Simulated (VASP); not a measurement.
# ZrBr5 (P-3m1) in VASP: single point with PBE

Aim: the single point of ZrBr5 with PBE.

Everything below comes from runs of VASP 6.6.1. Logs are shortened: lines on timing, memory, paths and dates and some standing lists are left out, and cuts for length are marked.

## (1) The cell of the first run

It takes space group P-3m1 (No. 164, trigonal). The conventional cell has a = 5.501 Å, b = 5.501 Å, c = 7.256 Å, α = 90.00°, β = 90.00°, γ = 120.00°. Zr (site symmetry -3m) has 6 Br at 3.18 Å within 4.2 Å. Br (site symmetry 2/m) has 4 Br at 2.75 Å within 3.6 Å. Br (site symmetry 3m) has 3 Zr at 3.18 Å and 9 Br at 3.18 to 3.98 Å within 4.2 Å.

## (2) Single point, PBE

The input, INCAR:

```
ALGO = Normal
EDIFF = 1E-6
ENCUT = 520
GGA = PE
ISIF = 2
ISMEAR = 0
LASPH = True
LCHARG = False
LREAL = False
LWAVE = False
NBANDS = 32
NELM = 60
PREC = Accurate
SIGMA = 0.1
```

The input, KPOINTS:

```
k-points
0
Gamma
  3 3 4
```

The input, POSCAR:

```
ZrBr5
1.0
    5.5013156805      0.0000000000      0.0000000000
   -2.7506578402      4.7642791335      0.0000000000
    0.0000000000      0.0000000000      7.2557691758
Zr Br
1 5
Direct
    0.0000000000      0.0000000000      0.5000000000
    0.5000000000      0.0000000000      0.0000000000
    0.0000000000      0.5000000000      0.0000000000
    0.5000000000      0.5000000000      0.0000000000
    0.3333333333      0.6666666667      0.4968267910
    0.6666666667      0.3333333333      0.5031732090
```

Potentials or basis: VASP PAW PBE potentials, release 64 (Zr_sv, Br).

The run is started by

```sh
> cat potpaw_PBE.64/Zr_sv/POTCAR potpaw_PBE.64/Br/POTCAR > POTCAR
> mpirun -np 1 vasp_std > vasp.out
```

OUTCAR:

```text
EDIFF = 1E-6
   ENCUT = 520
   GGA = PE
   ISIF = 2
   ISMEAR = 0
   LASPH = True
   LREAL = False
   NELM = 60
   PREC = Accurate

 ion  position               nearest neighbor table
   1  0.000  0.000  0.500-   5 3.18   6 3.18   5 3.18   6 3.18   6 3.18   5 3.18
   2  0.500  0.000  0.000-   4 2.75   4 2.75   3 2.75   3 2.75
   3  0.000  0.500  0.000-   2 2.75   2 2.75   4 2.75   4 2.75
   4  0.500  0.500  0.000-   2 2.75   2 2.75   3 2.75   3 2.75
   5  0.333  0.667  0.497-   1 3.18   1 3.18   1 3.18
   6  0.667  0.333  0.503-   1 3.18   1 3.18   1 3.18

  LATTYP: Found a hexagonal cell.
 ALAT       =     5.5013156805
 C/A-ratio  =     1.3189152554

  Lattice vectors:

 A1 = (   5.5013156805,   0.0000000000,   0.0000000000)
 A2 = (  -2.7506578402,   4.7642791335,   0.0000000000)
 A3 = (   0.0000000000,   0.0000000000,   7.2557691758)

Analysis of symmetry for initial positions (statically):
=====================================================================
 Subroutine PRICEL returns:
 Original cell was already a primitive cell.

 Routine SETGRP: Setting up the symmetry group for a
 hexagonal supercell.

 Subroutine GETGRP returns: Found 12 space group operations
 (whereof 12 operations were pure point group operations)
 out of a pool of 24 trial point group operations.

The static configuration has the point symmetry D_3d.

Analysis of symmetry for dynamics (positions and initial velocities):
=====================================================================
 Subroutine PRICEL returns:
 Original cell was already a primitive cell.

 Routine SETGRP: Setting up the symmetry group for a
 hexagonal supercell.

 Subroutine GETGRP returns: Found 12 space group operations
 (whereof 12 operations were pure point group operations)
 out of a pool of 24 trial point group operations.

The dynamic configuration has the point symmetry D_3d.

 Subroutine INISYM returns: Found 12 space group operations
 (whereof 12 operations are pure point group operations),
 and found     1 'primitive' translations

----------------------------------------------------------------------------------------

                                     Primitive cell

  volume of cell :     190.1723

  direct lattice vectors                    reciprocal lattice vectors
     5.501315681  0.000000000  0.000000000     0.181774699  0.104947671  0.000000000
    -2.750657840  4.764279133  0.000000000     0.000000000  0.209895342  0.000000000
     0.000000000  0.000000000  7.255769176     0.000000000  0.000000000  0.137821363

  length of vectors
     5.501315681  5.501315680  7.255769176     0.209895342  0.209895342  0.137821363

  position of ions in fractional coordinates (direct lattice)
     0.000000000  0.000000000  0.500000000
     0.500000000  0.000000000  0.000000000
     0.000000000  0.500000000  0.000000000
     0.500000000  0.500000000  0.000000000
     0.333333333  0.666666667  0.496826791
     0.666666667  0.333333333  0.503173209

  ion indices of the primitive-cell ions
   primitive index   ion index
                 1           1
                 2           2
                 3           3
                 4           4
                 5           5
                 6           6

----------------------------------------------------------------------------------------

 KPOINTS: k-points

Automatic generation of k-mesh.
 Grid dimensions read from file:
 generate k-points for:    3    3    4

 Generating k-lattice:

  Cartesian coordinates                     Fractional coordinates (reciprocal lattice)
     0.060591566  0.034982557  0.000000000     0.333333333  0.000000000  0.000000000
     0.000000000  0.069965114  0.000000000     0.000000000  0.333333333  0.000000000
     0.000000000  0.000000000  0.034455341     0.000000000  0.000000000  0.250000000

  Length of vectors
     0.069965114  0.069965114  0.034455341

  Shift w.r.t. Gamma in fractional coordinates (k-lattice)
     0.000000000  0.000000000  0.000000000

 Subroutine IBZKPT returns following result:
 ===========================================

 Found     10 irreducible k-points:

 Following reciprocal coordinates:
            Coordinates               Weight
  0.000000  0.000000  0.000000      1.000000
  0.333333 -0.000000  0.000000      6.000000
  0.333333  0.333333  0.000000      2.000000
  0.000000  0.000000  0.250000      2.000000
  0.333333 -0.000000  0.250000      6.000000
  0.000000  0.333333  0.250000      6.000000
  0.333333  0.333333  0.250000      4.000000
  0.000000  0.000000  0.500000      1.000000
  0.333333 -0.000000  0.500000      6.000000
  0.333333  0.333333  0.500000      2.000000
   k-points           NKPTS =     10   k-points in BZ     NKDIM =     10   number of bands    NBANDS=     32
   number of dos      NEDOS =    301   number of ions     NIONS =      6
   total plane-waves  NPLWV =  95256
   dimension x,y,z NGX =    42 NGY =   42 NGZ =   54
   dimension x,y,z NGXF=    84 NGYF=   84 NGZF=  108
   ions per type =               1   5
   NGX,Y,Z   is equivalent  to a cutoff of  12.69, 12.69, 12.37 a.u.
   NGXF,Y,Z  is equivalent  to a cutoff of  25.38, 25.38, 24.75 a.u.
 SYSTEM =  unknown system
   PREC   = accura    normal or accurate (medium, high low for compatibility)
   ISTART =      0    job   : 0-new  1-cont  2-samecut
   ICHARG =      2    charge: 1-file 2-atom 10-const
   ISPIN  =      1    spin polarized calculation?
   LNONCOLLINEAR =      F non collinear calculations
   LSORBIT =      F    spin-orbit coupling
   LASPH  =      T    aspherical Exc in radial PAW
   ENCUT  =  520.0 eV  38.22 Ry    6.18 a.u.  10.23 10.23 13.49*2*pi/ulx,y,z
   NELM   =     60;   NELMIN=  2; NELMDL= -5     # of ELM steps
   EDIFF  = 0.1E-05   stopping-criterion for ELM
   LREAL  =      F    real-space projection
   EDIFFG = 0.1E-04   stopping-criterion for IOM
   NSW    =      0    number of steps for IOM
   IBRION =     -1    ionic relax: 0-MD 1-quasi-New 2-CG
   NFREE  =      0    steps in history (QN), initial steepest desc. (CG)
   ISIF   =      2    stress and relaxation
   ISYM   =      2    0-nonsym 1-usesym 2-fastsym
   POTIM  = 0.5000    time-step for ionic-motion
   TEBEG  =    0.0;   TEEND  =   0.0 temperature during run
   PSTRESS=    0.0 pullay stress
   NELECT =      47.0000    total number of electrons
   NUPDOWN=      -1.0000    fix difference up-down
   EMIN   =  10.00;   EMAX   =-10.00  energy-range for DOS
   EFERMI =   0.00;   METHOD = LEGACY
   ISMEAR =     0;   SIGMA  =   0.10  broadening in eV -4-tet -1-fermi 0-gaus
   EFERMI_NEDOS =   21; number of points for ismear=-14 and -15
   IALGO  =     38    algorithm
   IMIX   =      4    mixing-type and parameters
     AMIX     =   0.40;   BMIX     =  1.00
     AMIX_MAG =   1.60;   BMIX_MAG =  1.00
  volume/ion in A,a.u.               =      31.70       213.89
  Fermi-wavevector in a.u.,A,eV,Ry     =   1.027366  1.941440 14.360680  1.055480
  Thomas-Fermi vector in A             =   2.161307
   LORBIT       =      0    0 simple, 1 ext, 2 COOP (PROOUT), +10 PAW based schemes
   GGA     = PE    functional components
   LHFCALC =     F    Hartree Fock is set to
   AEXX    =    0.0000 exact exchange contribution
   IVDW    =     0    specifies the selected vdW correction
   LEPSILON=     F    determine dielectric tensor
   LRPA    =     F    only Hartree local field effects (RPA)
 non-spin polarized calculation
 Gauss-broadening in eV      SIGMA  =   0.10
  energy-cutoff  :      520.00
  volume of cell :      190.17
 maximum number of plane-waves:      5148
 NGX is ok and might be reduce to    42
   NGX = 21   NGY = 21   NGZ = 27

 number of electron      47.0000000 magnetization

 Free energy of the ion-electron system (eV)
  ---------------------------------------------------
  ext. energy  EPLUGINS =         0.00000000
  ---------------------------------------------------
  free energy    TOTEN  =       -15.93006168 eV

  energy without entropy =      -15.88497701  energy(sigma->0) =      -15.90751934

 E-fermi :   2.5786     XC(G=0):  -8.3698

 val. band max:        2.5497466879   @ k =   0.3333  -0.0000   0.0000
 cond. band min:       2.5907652093   @ k =   0.0000   0.0000   0.0000
 fundamental gap:      0.0410185214
 Fermi energy:         2.5785637977

 k-point     1 :       0.0000    0.0000    0.0000
  band No.  band energies     occupation
      1     -48.6352      2.00000
      2     -26.5870      2.00000
      3     -26.5870      2.00000
      4     -26.5361      2.00000
      5     -13.9558      2.00000
      6     -13.4037      2.00000
[... 24 lines left out ...]
     31       7.6693      0.00000
     32       7.7005      0.00000

 k-point     2 :       0.3333   -0.0000    0.0000
  band No.  band energies     occupation
      1     -48.6351      2.00000
      2     -26.5894      2.00000
      3     -26.5874      2.00000
      4     -26.5361      2.00000
      5     -13.5424      2.00000
      6     -13.1387      2.00000
[... 24 lines left out ...]
     31       6.4139      0.00000
     32       7.4946      0.00000

 k-point     3 :       0.3333    0.3333    0.0000
  band No.  band energies     occupation
      1     -48.6351      2.00000
      2     -26.5891      2.00000
      3     -26.5891      2.00000
      4     -26.5360      2.00000
      5     -12.9485      2.00000
      6     -12.9485      2.00000
[... 24 lines left out ...]
     31       6.0412      0.00000
     32       8.3569      0.00000

 k-point     4 :       0.0000    0.0000    0.2500
  band No.  band energies     occupation
      1     -48.6352      2.00000
      2     -26.5870      2.00000
      3     -26.5870      2.00000
      4     -26.5361      2.00000
      5     -13.9430      2.00000
      6     -13.4200      2.00000
[... 24 lines left out ...]
     31       6.4441      0.00000
     32       8.6586      0.00000

 k-point     5 :       0.3333   -0.0000    0.2500
  band No.  band energies     occupation
      1     -48.6351      2.00000
      2     -26.5894      2.00000
      3     -26.5874      2.00000
      4     -26.5361      2.00000
      5     -13.5262      2.00000
      6     -13.1580      2.00000
[... 24 lines left out ...]
     31       6.2926      0.00000
     32       7.8554      0.00000

 k-point     6 :       0.0000    0.3333    0.2500
  band No.  band energies     occupation
      1     -48.6351      2.00000
      2     -26.5894      2.00000
      3     -26.5874      2.00000
      4     -26.5361      2.00000
      5     -13.5262      2.00000
      6     -13.1580      2.00000
[... 24 lines left out ...]
     31       6.2894      0.00000
     32       7.8535      0.00000

 k-point     7 :       0.3333    0.3333    0.2500
  band No.  band energies     occupation
      1     -48.6351      2.00000
      2     -26.5891      2.00000
      3     -26.5891      2.00000
      4     -26.5360      2.00000
      5     -12.9196      2.00000
      6     -12.9196      2.00000
[... 24 lines left out ...]
     31       6.0488      0.00000
     32       8.7955      0.00000

 k-point     8 :       0.0000    0.0000    0.5000
  band No.  band energies     occupation
      1     -48.6352      2.00000
      2     -26.5870      2.00000
      3     -26.5870      2.00000
      4     -26.5361      2.00000
      5     -13.9294      2.00000
      6     -13.4370      2.00000
[... 24 lines left out ...]
     31       5.8791      0.00000
     32       8.5776      0.00000

 k-point     9 :       0.3333   -0.0000    0.5000
  band No.  band energies     occupation
      1     -48.6351      2.00000
      2     -26.5894      2.00000
      3     -26.5874      2.00000
      4     -26.5360      2.00000
      5     -13.5082      2.00000
      6     -13.1791      2.00000
[... 24 lines left out ...]
     31       6.2663      0.00000
     32       8.0432      0.00000

 k-point    10 :       0.3333    0.3333    0.5000
  band No.  band energies     occupation
      1     -48.6351      2.00000
      2     -26.5891      2.00000
      3     -26.5891      2.00000
      4     -26.5360      2.00000
      5     -12.8533      2.00000
      6     -12.8533      2.00000
[... 24 lines left out ...]
     31       6.0299      0.00000
     32       9.5153      0.00000

------------------------ aborting loop because EDIFF is reached ----------------------------------------

  FORCE on cell =-STRESS in cart. coord.  units (eV):
  Direction    XX          YY          ZZ          XY          YZ          ZX
  --------------------------------------------------------------------------------------
  -------------------------------------------------------------------------------------
  Total       -0.0999536     -0.0999536      0.2073785     -0.0000000      0.0000000      0.0000000
  in kB       -0.8420963     -0.8420963      1.7471373     -0.0000000      0.0000000      0.0000000
  external PRESSURE =       0.0209815 kB  Pullay stress =       0.0000000 kB

 VOLUME and BASIS-vectors are now :
 -----------------------------------------------------------------------------
  energy-cutoff  :      520.00
  volume of cell :      190.17
      direct lattice vectors                 reciprocal lattice vectors
     5.501315681  0.000000000  0.000000000     0.181774699  0.104947671  0.000000000
    -2.750657840  4.764279133  0.000000000     0.000000000  0.209895342  0.000000000
     0.000000000  0.000000000  7.255769176     0.000000000  0.000000000  0.137821363

 POSITION                                       TOTAL-FORCE (eV/Angst)
 -----------------------------------------------------------------------------------
      0.00000      0.00000      3.62788        -0.000000      0.000000      0.000000
      2.75066      0.00000      0.00000        -0.000000      0.000000      0.000000
     -1.37533      2.38214      0.00000        -0.000000      0.000000      0.000000
      1.37533      2.38214      0.00000        -0.000000      0.000000      0.000000
     -0.00000      3.17619      3.60486        -0.000000      0.000000      0.010936
      2.75066      1.58809      3.65091         0.000000     -0.000000     -0.010936
 -----------------------------------------------------------------------------------
    total drift:                               -0.000000      0.000000     -0.000000

  FREE ENERGIE OF THE ION-ELECTRON SYSTEM (eV)
  ---------------------------------------------------
  free  energy   TOTEN  =       -15.9300616760 eV

  energy  without entropy=      -15.8849770079  energy(sigma->0) =      -15.90751934
```

Run time: 1.9 min. Hardware: 1 thread of Intel Xeon Platinum 8488C (Sapphire Rapids), shared host; peak memory 0.3 GiB.

Results:

| Item | Value |
| --- | --- |
| Free energy | -15.9301 eV |
| Pressure | 0.0 GPa |
| Largest force | 0.011 eV/Å |

Forces in eV/Å, atoms in the order of the input:
```
Zr   0.000  0.000  0.000
Br   0.000  0.000  0.000
Br   0.000  0.000  0.000
Br   0.000  0.000  0.000
Br   0.000  0.000  0.011
Br   0.000  0.000 -0.011
```

Caveat: the k points lie up to 0.44 Å⁻¹ apart; this functional lacks dispersion, which binds the layers, so the pressure and a relaxed spacing across them are unreliable; an odd number of electrons without spin polarisation forces a metal; a magnetic or distorted state may lie lower.
